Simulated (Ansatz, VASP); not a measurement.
# TiAl in VASP and in Ansatz

INCAR

```
PREC = Accurate
ENCUT = 520
EDIFF = 1E-6
ISMEAR = 0
SIGMA = 0.1
LREAL = False
LASPH = True
NELM = 100
ALGO = Fast
ISIF = 2
LWAVE = False
LCHARG = False
GGA = PS
NBANDS = 14
```

File KPOINTS:

```
Automatic mesh
0
Gamma
  18 18 14
```

File POSCAR:

```
TiAl
1.0
    2.7946360195      0.0000000000      0.0000000000
    0.0000000000      2.7946360195      0.0000000000
    0.3637023288      0.0000000000      4.0411369870
Ti Al
1 1
Direct
    0.5000000000      0.5000000000      0.5000000000
    0.0000000000      0.0000000000      0.0000000000
```

Input for Ansatz:

```yaml
crystal:
  lattice:
    - [2.7946360195, 0.0, 0.0]
    - [0.0, 2.7946360195, 0.0]
    - [0.3637023288, 0.0, 4.041136987]
  atoms:
    - { symbol: Ti, position: [0.5, 0.5, 0.5] }
    - { symbol: Al, position: [0.0, 0.0, 0.0] }
basis:
  ecutwfc: 420
kpoints:
  mp_grid: { grid: [18, 18, 14] }
hamiltonian:
  xc: pbesol
scf:
  occupations: { method: gaussian, width: 0.1 }
output:
  forces: true
  stress: true
  eigenvalues: true
```

Change from the starting cell: shear of c along a, cell held, atoms relaxed: +9.0 %.

Alike in both runs: task single point; functional PBEsol; k mesh 18 × 18 × 14; occupations gaussian, width 0.1 eV; no spin polarisation.

|  | VASP | Ansatz |
| --- | --- | --- |
| version | VASP 6.6.1 | Ansatz 0.2.0 |
| potentials or method | VASP PAW PBE potentials, release 64 (Ti_sv, Al), cutoff 520 eV | scalar-relativistic, plane waves, PAW |
| valence electrons in the cell | 15 | 15 |

```csv
,VASP,Ansatz,Ansatz less VASP
gap on the k mesh at the Fermi level (eV),none,none,-
pressure (GPa),0.9,0.9,-0.04
"traceless stress, the component that is largest in VASP (GPa)",-10.51,-10.51,+0.001
```

VASP's potentials were made for PBE, not for PBEsol. A gap of «none» marks a metal or a gap that the smearing closes. With one functional, cell and mesh, what is left measures potentials, basis and numerics.
